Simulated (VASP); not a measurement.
# Mg4S (P6/mmm) in VASP: single point with PBE

Aim: the single point of Mg4S with PBE.

Program: VASP 6.6.1. These are calculated values, not measurements. Logs are shortened: lines on timing, memory, paths and dates and some standing lists are left out, and cuts for length are marked.

## Step 1: The cell of the first run

Symmetry: P6/mmm, No. 191, hexagonal system. The conventional cell has a = 5.109 Å, b = 5.109 Å, c = 11.178 Å, α = 90.00°, β = 90.00°, γ = 120.00°. Within 3.7 Å of Mg (site symmetry 6mm) lie 8 Mg at 2.80 to 3.34 Å. Within 3.4 Å of Mg (site symmetry 3m) lie 1 S at 2.60 Å and 9 Mg at 2.95 to 3.34 Å. Within 3.6 Å of Mg (site symmetry 6mm) lie 8 Mg at 2.74 to 3.19 Å and 6 S at 3.25 Å. Within 3.4 Å of S (site symmetry -6m2) lie 8 Mg at 2.60 to 3.25 Å and 3 S at 2.95 Å.

The cell was generated, and may not be a known phase.

## Step 2: Single point, PBE

Input file INCAR:

```
PREC     = Accurate       # precision mode
ENCUT    = 600            # plane-wave cutoff, eV
EDIFF    = 1E-6           # SCF threshold, eV
ISMEAR   = 0              # smearing method
SIGMA    = 0.2            # smearing width, eV
LREAL    = F              # projectors in reciprocal space
LASPH    = T              # aspherical terms in the spheres
NELM     = 120            # most SCF steps
ALGO     = Normal         # electronic algorithm
ISIF     = 2              # what is computed and relaxed
LWAVE    = F              # write WAVECAR
LCHARG   = F              # write CHGCAR
GGA      = PE             # functional
NBANDS   = 25             # bands
GGA_COMPAT= F
```

Input file KPOINTS:

```
Automatic mesh
0
Gamma
  4 4 2
```

Input file POSCAR:

```
Mg4S
1.0
    5.1092279654     -0.0000000029      0.0000000000
   -2.5546139801      4.4247212132      0.0000000000
    0.0000000000      0.0000000000     11.1780026595
Mg S
8 2
Direct
    0.0000000000      0.0000000000      0.3733886388
    0.0000000000      0.0000000000      0.6266113612
    0.3333333333      0.6666666667      0.7676762873
    0.3333333333      0.6666666667      0.2323237127
    0.6666666667      0.3333333333      0.2323237127
    0.6666666667      0.3333333333      0.7676762873
    0.0000000000      0.0000000000      0.1225332960
    0.0000000000      0.0000000000      0.8774667040
    0.3333333333      0.6666666667      0.0000000000
    0.6666666667      0.3333333333      0.0000000000
```

Potentials or basis: VASP PAW PBE potentials, release 64 (Mg, S).

Run with:

```console
$ cat potpaw_PBE.64/Mg/POTCAR potpaw_PBE.64/S/POTCAR > POTCAR
$ mpirun -np 1 vasp_std > vasp.out
```

OUTCAR:

```text
PREC = Accurate
   ENCUT = 600
   EDIFF = 1E-6
   ISMEAR = 0
   LREAL = F
   LASPH = T
   NELM = 120
   ISIF = 2
   GGA = PE

 ion  position               nearest neighbor table
   1  0.000  0.000  0.373-   7 2.80   2 2.83   5 3.34   4 3.34   4 3.34   5 3.34   5 3.34   4 3.34

   2  0.000  0.000  0.627-   8 2.80   1 2.83   6 3.34   3 3.34   3 3.34   6 3.34   6 3.34   3 3.34

   3  0.333  0.667  0.768-   9 2.60   6 2.95   6 2.95   6 2.95   8 3.19   8 3.19   8 3.19   2 3.34
                             2 3.34   2 3.34
   4  0.333  0.667  0.232-   9 2.60   5 2.95   5 2.95   5 2.95   7 3.19   7 3.19   7 3.19   1 3.34
                             1 3.34   1 3.34
   5  0.667  0.333  0.232-  10 2.60   4 2.95   4 2.95   4 2.95   7 3.19   7 3.19   7 3.19   1 3.34
                             1 3.34   1 3.34
   6  0.667  0.333  0.768-  10 2.60   3 2.95   3 2.95   3 2.95   8 3.19   8 3.19   8 3.19   2 3.34
                             2 3.34   2 3.34
   7  0.000  0.000  0.123-   8 2.74   1 2.80   5 3.19   4 3.19   4 3.19   5 3.19   5 3.19   4 3.19

   8  0.000  0.000  0.877-   7 2.74   2 2.80   6 3.19   3 3.19   3 3.19   6 3.19   6 3.19   3 3.19

   9  0.333  0.667  0.000-   3 2.60   4 2.60
  10  0.667  0.333  0.000-   5 2.60   6 2.60

  LATTYP: Found a hexagonal cell.
 ALAT       =     5.1092279654
 C/A-ratio  =     2.1878065992

  Lattice vectors:

 A1 = (   5.1092279654,  -0.0000000029,   0.0000000000)
 A2 = (  -2.5546139801,   4.4247212132,   0.0000000000)
 A3 = (   0.0000000000,   0.0000000000,  11.1780026595)

Analysis of symmetry for initial positions (statically):
=====================================================================
 Subroutine PRICEL returns:
 Original cell was already a primitive cell.

 Routine SETGRP: Setting up the symmetry group for a
 hexagonal supercell.

 Subroutine GETGRP returns: Found 24 space group operations
 (whereof 24 operations were pure point group operations)
 out of a pool of 24 trial point group operations.

The static configuration has the point symmetry D_6h.

Analysis of symmetry for dynamics (positions and initial velocities):
=====================================================================
 Subroutine PRICEL returns:
 Original cell was already a primitive cell.

 Routine SETGRP: Setting up the symmetry group for a
 hexagonal supercell.

 Subroutine GETGRP returns: Found 24 space group operations
 (whereof 24 operations were pure point group operations)
 out of a pool of 24 trial point group operations.

The dynamic configuration has the point symmetry D_6h.

 Subroutine INISYM returns: Found 24 space group operations
 (whereof 24 operations are pure point group operations),
 and found     1 'primitive' translations

----------------------------------------------------------------------------------------

                                     Primitive cell

  volume of cell :     252.7001

  direct lattice vectors                    reciprocal lattice vectors
     5.109227965 -0.000000003  0.000000000     0.195724287  0.113001470  0.000000000
    -2.554613980  4.424721213  0.000000000     0.000000000  0.226002939  0.000000000
     0.000000000  0.000000000 11.178002660     0.000000000  0.000000000  0.089461421

  length of vectors
     5.109227965  5.109227965 11.178002660     0.226002939  0.226002939  0.089461421

  position of ions in fractional coordinates (direct lattice)
     0.000000000  0.000000000  0.373388639
     0.000000000  0.000000000  0.626611361
     0.333333333  0.666666667  0.767676287
     0.333333333  0.666666667  0.232323713
     0.666666667  0.333333333  0.232323713
     0.666666667  0.333333333  0.767676287
     0.000000000  0.000000000  0.122533296
     0.000000000  0.000000000  0.877466704
     0.333333333  0.666666667  0.000000000
     0.666666667  0.333333333  0.000000000

  ion indices of the primitive-cell ions
   primitive index   ion index
                 1           1
                 2           2
                 3           3
                 4           4
                 5           5
                 6           6
                 7           7
                 8           8
                 9           9
                10          10

----------------------------------------------------------------------------------------

 KPOINTS: Automatic mesh

Automatic generation of k-mesh.
 Grid dimensions read from file:
 generate k-points for:    4    4    2

 Generating k-lattice:

  Cartesian coordinates                     Fractional coordinates (reciprocal lattice)
     0.048931072  0.028250367  0.000000000     0.250000000  0.000000000  0.000000000
     0.000000000  0.056500735  0.000000000     0.000000000  0.250000000  0.000000000
     0.000000000  0.000000000  0.044730710     0.000000000  0.000000000  0.500000000

  Length of vectors
     0.056500735  0.056500735  0.044730710

  Shift w.r.t. Gamma in fractional coordinates (k-lattice)
     0.000000000  0.000000000  0.000000000

 Subroutine IBZKPT returns following result:
 ===========================================

 Found      8 irreducible k-points:

 Following reciprocal coordinates:
            Coordinates               Weight
  0.000000  0.000000  0.000000      1.000000
  0.250000  0.000000  0.000000      6.000000
  0.500000  0.000000  0.000000      3.000000
  0.250000  0.250000  0.000000      6.000000
  0.000000  0.000000  0.500000      1.000000
  0.250000  0.000000  0.500000      6.000000
  0.500000  0.000000  0.500000      3.000000
  0.250000  0.250000  0.500000      6.000000
   k-points           NKPTS =      8   k-points in BZ     NKDIM =      8   number of bands    NBANDS=     25
   number of dos      NEDOS =    301   number of ions     NIONS =     10
   total plane-waves  NPLWV = 158760
   dimension x,y,z NGX =    42 NGY =   42 NGZ =   90
   dimension x,y,z NGXF=    84 NGYF=   84 NGZF=  180
   ions per type =               8   2
   NGX,Y,Z   is equivalent  to a cutoff of  13.67, 13.67, 13.39 a.u.
   NGXF,Y,Z  is equivalent  to a cutoff of  27.33, 27.33, 26.77 a.u.
 SYSTEM =  unknown system
   PREC   = accura    normal or accurate (medium, high low for compatibility)
   ISTART =      0    job   : 0-new  1-cont  2-samecut
   ICHARG =      2    charge: 1-file 2-atom 10-const
   ISPIN  =      1    spin polarized calculation?
   LNONCOLLINEAR =      F non collinear calculations
   LSORBIT =      F    spin-orbit coupling
   LASPH  =      T    aspherical Exc in radial PAW
   ENCUT  =  600.0 eV  44.10 Ry    6.64 a.u.  10.20 10.20 22.33*2*pi/ulx,y,z
   NELM   =    120;   NELMIN=  2; NELMDL= -5     # of ELM steps
   EDIFF  = 0.1E-05   stopping-criterion for ELM
   LREAL  =      F    real-space projection
   EDIFFG = 0.1E-04   stopping-criterion for IOM
   NSW    =      0    number of steps for IOM
   IBRION =     -1    ionic relax: 0-MD 1-quasi-New 2-CG
   NFREE  =      0    steps in history (QN), initial steepest desc. (CG)
   ISIF   =      2    stress and relaxation
   ISYM   =      2    0-nonsym 1-usesym 2-fastsym
   POTIM  = 0.5000    time-step for ionic-motion
   TEBEG  =    0.0;   TEEND  =   0.0 temperature during run
   PSTRESS=    0.0 pullay stress
   NELECT =      28.0000    total number of electrons
   NUPDOWN=      -1.0000    fix difference up-down
   EMIN   =  10.00;   EMAX   =-10.00  energy-range for DOS
   EFERMI =   0.00;   METHOD = LEGACY
   ISMEAR =     0;   SIGMA  =   0.20  broadening in eV -4-tet -1-fermi 0-gaus
   EFERMI_NEDOS =   21; number of points for ismear=-14 and -15
   IALGO  =     38    algorithm
   IMIX   =      4    mixing-type and parameters
     AMIX     =   0.40;   BMIX     =  1.00
     AMIX_MAG =   1.60;   BMIX_MAG =  1.00
  volume/ion in A,a.u.               =      25.27       170.53
  Fermi-wavevector in a.u.,A,eV,Ry     =   0.786307  1.485906  8.412201  0.618279
  Thomas-Fermi vector in A             =   1.890820
   LORBIT       =      0    0 simple, 1 ext, 2 COOP (PROOUT), +10 PAW based schemes
   GGA     = PE    functional components
   LHFCALC =     F    Hartree Fock is set to
   AEXX    =    0.0000 exact exchange contribution
   IVDW    =     0    specifies the selected vdW correction
   LEPSILON=     F    determine dielectric tensor
   LRPA    =     F    only Hartree local field effects (RPA)
 non-spin polarized calculation
 Gauss-broadening in eV      SIGMA  =   0.20
  energy-cutoff  :      600.00
  volume of cell :      252.70
 maximum number of plane-waves:      8448
 NGX is ok and might be reduce to    42
   NGX = 21   NGY = 21   NGZ = 45

 number of electron      27.9999999 magnetization

 Free energy of the ion-electron system (eV)
  ---------------------------------------------------
  ext. energy  EPLUGINS =         0.00000000
  ---------------------------------------------------
  free energy    TOTEN  =       -19.59143783 eV

  energy without entropy =      -19.50850041  energy(sigma->0) =      -19.54996912

 E-fermi :   2.3062     XC(G=0):  -8.1142

 val. band max:        2.2491850286   @ k =   0.5000   0.0000   0.0000
 cond. band min:       2.3840559224   @ k =   0.2500   0.2500   0.0000
 fundamental gap:      0.1348708938
 Fermi energy:         2.3062007374

 k-point     1 :       0.0000    0.0000    0.0000
  band No.  band energies     occupation
      1     -11.3932      2.00000
      2      -9.0935      2.00000
      3      -4.1786      2.00000
      4      -3.1527      2.00000
      5      -1.7791      2.00000
      6      -1.7791      2.00000
[... 17 lines left out ...]
     24       5.6658      0.00000
     25       6.1042      0.00000

 k-point     2 :       0.2500    0.0000    0.0000
  band No.  band energies     occupation
      1     -11.1526      2.00000
      2      -9.4746      2.00000
      3      -3.7628      2.00000
      4      -2.8504      2.00000
      5      -2.2125      2.00000
      6      -1.9269      2.00000
[... 160 lines left out ...]
 k-point     8 :       0.2500    0.2500    0.5000
  band No.  band energies     occupation
      1     -10.7407      2.00000
      2     -10.0085      2.00000
      3      -3.4023      2.00000
      4      -3.0265      2.00000
      5      -1.7917      2.00000
      6      -1.4424      2.00000
[... 17 lines left out ...]
     24       5.8429      0.00000
     25       5.8862      0.00000

------------------------ aborting loop because EDIFF is reached ----------------------------------------

  FORCE on cell =-STRESS in cart. coord.  units (eV):
  Direction    XX          YY          ZZ          XY          YZ          ZX
  --------------------------------------------------------------------------------------
  -------------------------------------------------------------------------------------
  Total       -0.1220267     -0.1220267      0.1889188     -0.0000000      0.0000000     -0.0000000
  in kB       -0.7736773     -0.7736773      1.1977888     -0.0000000      0.0000000     -0.0000000
  external PRESSURE =      -0.1165219 kB  Pullay stress =       0.0000000 kB

 VOLUME and BASIS-vectors are now :
 -----------------------------------------------------------------------------
  energy-cutoff  :      600.00
  volume of cell :      252.70
      direct lattice vectors                 reciprocal lattice vectors
     5.109227965 -0.000000003  0.000000000     0.195724287  0.113001470  0.000000000
    -2.554613980  4.424721213  0.000000000     0.000000000  0.226002939  0.000000000
     0.000000000  0.000000000 11.178002660     0.000000000  0.000000000  0.089461421

 POSITION                                       TOTAL-FORCE (eV/Angst)
 -----------------------------------------------------------------------------------
      0.00000      0.00000      4.17374         0.000000     -0.000000     -0.025818
      0.00000      0.00000      7.00426         0.000000     -0.000000      0.025818
      0.00000      2.94981      8.58109         0.000000     -0.000000      0.002540
      0.00000      2.94981      2.59692         0.000000     -0.000000     -0.002540
      2.55461      1.47491      2.59692         0.000000     -0.000000     -0.002540
      2.55461      1.47491      8.58109         0.000000     -0.000000      0.002540
      0.00000      0.00000      1.36968         0.000000     -0.000000      0.029344
      0.00000      0.00000      9.80833         0.000000     -0.000000     -0.029344
      0.00000      2.94981      0.00000        -0.000000      0.000000      0.000000
      2.55461      1.47491      0.00000         0.000000     -0.000000      0.000000
 -----------------------------------------------------------------------------------
    total drift:                               -0.000000      0.000000      0.000000

  FREE ENERGIE OF THE ION-ELECTRON SYSTEM (eV)
  ---------------------------------------------------
  free  energy   TOTEN  =       -19.5914378275 eV

  energy  without entropy=      -19.5085004066  energy(sigma->0) =      -19.54996912
```

Run time: 44 s. Hardware: 1 thread of AMD EPYC 9R45 (Zen 5), shared host; peak memory 0.38 GiB.

What came out:

```
Free energy            : -19.5914 eV
Pressure               : 0.0 GPa
Largest force          : 0.029 eV/Å
Band gap on the k mesh : zero (bands 14 and 15 overlap by 1.21 eV)
```

Forces on the atoms (eV/Å):
```
Mg   0.000  0.000 -0.026
Mg   0.000  0.000  0.026
Mg   0.000  0.000  0.003
Mg   0.000  0.000 -0.003
Mg   0.000  0.000 -0.003
Mg   0.000  0.000  0.003
Mg   0.000  0.000  0.029
Mg   0.000  0.000 -0.029
S    0.000  0.000  0.000
S    0.000  0.000  0.000
```

Levels at points of the mesh, in eV from the Fermi level:
| k point | band 10 | band 11 | band 12 | band 13 | band 14 | band 15 | band 16 | band 17 | band 18 | band 19 |
| --- | --- | --- | --- | --- | --- | --- | --- | --- | --- | --- |
| (0.00, 0.00, 0.00) | -2.06 | -2.06 | -0.44 | 1.15 | 1.15 | 1.17 | 1.25 | 1.25 | 1.51 | 1.51 |
| (0.50, 0.00, 0.00) | -1.83 | -1.22 | -0.67 | -0.55 | -0.23 | -0.06 | 0.36 | 0.68 | 0.73 | 1.59 |
| (0.00, 0.00, 0.50) | -2.06 | -1.18 | -1.05 | 0.94 | 1.01 | 1.01 | 1.19 | 1.19 | 1.75 | 1.75 |
| (0.50, 0.00, 0.50) | -2.17 | -1.17 | -0.89 | -0.64 | -0.23 | 0.13 | 0.44 | 0.93 | 1.34 | 1.56 |

The gap in the log of VASP goes by the Fermi energy; the results here count the filled bands.